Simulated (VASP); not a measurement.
A run of VASP 6.6.1:

Contents of INCAR:

```
ALGO = Normal
EDIFF = 1E-6
ENCUT = 520
GGA = PE
ISIF = 2
ISMEAR = -1
LASPH = T
LCHARG = F
LREAL = F
LWAVE = F
NBANDS = 8
NELM = 60
PREC = Accurate
SIGMA = 0.1
```

Contents of KPOINTS:

```
k-points
0
Gamma
  8 8 8
```

Contents of POSCAR:

```
Li
1.0
   -1.7154150880      1.7154150880      1.7154150880
    1.7154150880     -1.7154150880      1.7154150880
    1.7154150880      1.7154150880     -1.7154150880
Li
1
Direct
    0.0000000000      0.0000000000      0.0000000000
```

Potentials or basis: VASP PAW PBE potentials, release 64 (Li_sv).

Launch:

```console
$ cat potpaw_PBE.64/Li_sv/POTCAR > POTCAR
$ mpirun -np 1 vasp_std > vasp.out
```

Hardware: 1 thread of AMD EPYC 9R45 96-Core Processor (Zen 5) (shared host).

Task: How long does it take, and how much memory?

Result: It took 2.3 s on 1 thread of AMD EPYC 9R45 96-Core Processor (Zen 5), on a shared host, peak memory 0.09 GiB. Counts: scf iterations 8, k points 29.
